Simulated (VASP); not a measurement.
Set up this calculation in VASP 6.6.1, as the native input.

```
Task                   : single point
Functional             : PBE
Potentials or basis    : VASP PAW PBE potentials, release 64 (Ti_sv)
Cutoff                 : 520 eV
k mesh                 : 18 × 18 × 10
Occupations            : gaussian, width 0.15 eV
Spin                   : no spin polarisation
Dipole correction      : no
Further INCAR settings : ALGO = Normal; EDIFF = 1e-07; NBANDS = 19
```

The structure of Ti lies in POSCAR:

```
Ti
1.0
    2.7139980316      0.0000000000      0.0000000000
   -1.3569990158      2.3503912412      0.0000000000
    0.0000000000      0.0000000000      4.6860000000
Ti
2
Direct
    0.3333333333      0.6666666667      0.2500000000
    0.6666666667      0.3333333333      0.7500000000
```

This cell differs from its parent crystal: strain -0.080 along x and y, +0.000 along z.

The input as run:

INCAR

```
SYSTEM = Ti
ALGO = Normal
EDIFF = 1E-7
ENCUT = 520
GGA = PE
ISIF = 2
ISMEAR = 0
LASPH = .True.
LCHARG = .False.
LREAL = .False.
LWAVE = .False.
NBANDS = 19
NELM = 60
PREC = Accurate
SIGMA = 0.15
```

KPOINTS

```
k-points
0
Gamma
  18 18 10
  0 0 0
```

Potentials or basis: VASP PAW PBE potentials, release 64 (Ti_sv).

Command:

```console
$ cat potpaw_PBE.64/Ti_sv/POTCAR > POTCAR
$ mpirun -np 1 vasp_std > vasp.out
```

Results of the run:

```json
{"Pressure": "21.1 GPa", "Band gap on the k mesh": "zero (bands 12 and 13 overlap by 0.79 eV)"}
```

Caveat: the cell differs from its parent crystal (strain -0.080 along x and y, +0.000 along z); the stress differs along the axes, from 14 to 24 GPa.

Run time: 74 s on 1 thread of Intel(R) Xeon(R) Platinum 8488C (Sapphire Rapids), with other jobs on the host, peak memory 0.21 GiB.
